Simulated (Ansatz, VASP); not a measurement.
Ag: VASP beside Ansatz

```
Ag
1.0
     0.00000    2.06750    2.06750
     2.06750    0.00000    2.06750
     2.06750    2.06750    0.00000
Ag
1
Direct
  0.00000 0.00000 0.00000
```

Alike in both runs: task single point; functional LDA; k mesh 8 × 8 × 8; occupations gaussian, width 0.1 eV; no spin polarisation.

```csv
,VASP,Ansatz
version,VASP 6.6.1,Ansatz 0.2.0
potentials or method,"VASP PAW LDA potentials, release 64 (Ag), cutoff 520 eV","scalar-relativistic, plane waves, PAW"
valence electrons in the cell,11,19
```

|  | VASP | Ansatz | Ansatz less VASP |
| --- | --- | --- | --- |
| gap on the k mesh at the Fermi level (eV) | none | none | - |
| pressure (GPa) | -9.7 | -9.8 | -0.13 |

Ansatz warns that its potentials were made for another functional, while VASP's fit it. LDA's correlation is that of Perdew and Zunger in VASP and of Perdew and Wang (1992) in Ansatz. A gap of «none» marks a metal or a gap that the smearing closes. VASP's potentials hold 11 valence electrons a cell and Ansatz's 19, so a difference there can come from the potentials and not from the codes.
